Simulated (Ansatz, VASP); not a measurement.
Two plane-wave programs on BAs

Contents of INCAR:

```
  PREC = Accurate
  ENCUT = 560
  EDIFF = 1E-6
  ISMEAR = -1
  SIGMA = 0.02
  LREAL = F
  LASPH = T
  NELM = 120
  ALGO = Normal
  ISIF = 2
  LWAVE = F
  LCHARG = F
  GGA = PE
  NBANDS = 16
  GGA_COMPAT = F
```

File KPOINTS:

```
Automatic mesh
0
Gamma
  10 10 10
```

The input POSCAR:

```
BAs
1.0
    0.0000000000      2.3440302520      2.4139767673
    2.3440302520      0.0000000000      2.4139767673
    2.3440302520      2.3440302520      0.0000000000
B As
1 1
Direct
    0.0000000000      0.0000000000      0.0000000000
    0.2500000000      0.2500000000      0.2500000000
```

Input for Ansatz:

```yaml
crystal:
  lattice:
    - [0.0, 2.344030252, 2.4139767673]
    - [2.344030252, 0.0, 2.4139767673]
    - [2.344030252, 2.344030252, 0.0]
  atoms:
    - { symbol: B, position: [0.0, 0.0, 0.0] }
    - { symbol: As, position: [0.25, 0.25, 0.25] }
kpoints:
  mp_grid: { grid: [10, 10, 10] }
  band_path:
    path:
      - [0.0, 0.0, 0.0]
      - [-0.5, -0.5, 0.0]
      - [-0.375, -0.375, 0.25]
      - [-0.375, 0.0, 0.375]
      - [0.0, 0.0, 0.5]
      - [-0.5, -0.25, 0.25]
      - [0.0, 0.401042, 0.401042]
    npoints: 1
hamiltonian:
  xc: pbe
scf:
  occupations: { method: fermi_dirac, width: 0.02 }
  n_extra_bands: 4
output:
  forces: true
  stress: true
  eigenvalues: true
```

Change from the starting cell: epitaxial_xy strain -2.0%.

Alike in both runs: task single point; functional PBE; k mesh 10 × 10 × 10; occupations fermi-dirac, width 0.02 eV; no spin polarisation.

|  | VASP | Ansatz |
| --- | --- | --- |
| version | VASP 6.6.1 | Ansatz 0.2.0 |
| potentials or method | VASP PAW PBE potentials, release 64 (B, As_d) | plane waves, PAW |
| plane-wave cutoff (eV) | 560 | 420 |
| valence electrons in the cell | 18 | 18 |

Ansatz gave:

```
gap on the k mesh at the Fermi level (eV)                     : 0.93
pressure (GPa)                                                : 6.8
traceless stress, the component that is largest in VASP (GPa) : -4.34
```

What did VASP give for the same quantities?

gap on the k mesh at the Fermi level (eV): 0.93; pressure (GPa): 6.6; traceless stress, the component that is largest in VASP (GPa): -4.35.
